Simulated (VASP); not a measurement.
# ZnCd2Se3: single point with PBE

ZnCd2Se3:

```
Zn Cd Se
1.0
    -2.13298    2.13298    9.08780
     2.13298   -2.13298    9.08780
     2.13298    2.13298   -9.08780
Zn Cd Se
1 2 3
Direct
  0.50000 0.50000 0.00000
  0.83813 0.83813 0.00000
  0.16187 0.16187 0.00000
  0.42676 0.92676 0.50000
  0.07324 0.57324 0.50000
  0.75000 0.25000 0.50000
```

```
Program             : VASP 6.6.1
Task                : single point
Functional          : PBE
Potentials or basis : VASP PAW PBE potentials, release 64 (Zn, Cd, Se)
Cutoff              : 520 eV
k mesh              : 6 × 6 × 6
Occupations         : gaussian, width 0.1 eV
Spin                : no spin polarisation
```

```yaml
Pressure: 0.2 GPa
Largest_force: 0.009 eV/Å
Band_gap_on_the_k_mesh: 0.62 eV
```

Forces in eV/Å, atoms in the order of the input:
```
Zn   0.000  0.000  0.000
Cd   0.000  0.000  0.004
Cd   0.000  0.000 -0.004
Se   0.000  0.000 -0.009
Se   0.000  0.000  0.009
Se   0.000  0.000  0.000
```

Stress tensor (GPa, compression positive):
```
0.18 0.00 0.00
0.00 0.18 0.00
0.00 0.00 0.33
```

Levels at points of the mesh, in eV from the valence-band top:
```tsv
k point	band 24	band 25	band 26	band 27	band 28	band 29	band 30	band 31
(0.00, 0.00, 0.00)	-1.23	-0.09	0.00	0.00	0.62	3.32	3.53	3.70
(0.50, 0.00, 0.00)	-1.09	-0.73	-0.64	-0.59	2.29	3.22	3.43	5.68
(0.50, 0.50, 0.00)	-2.08	-2.08	-1.79	-1.78	3.16	3.56	4.35	4.43
(0.50, 0.50, 0.50)	-0.65	-0.65	-0.43	-0.43	2.42	2.46	3.28	3.52
```

It took 9.4 min on 1 thread of Intel Xeon 8259CL, on a shared host, peak memory 0.77 GiB.

Caveat: semilocal functionals underestimate gaps, and a narrow one can read as zero. A k mesh can miss the band edges.
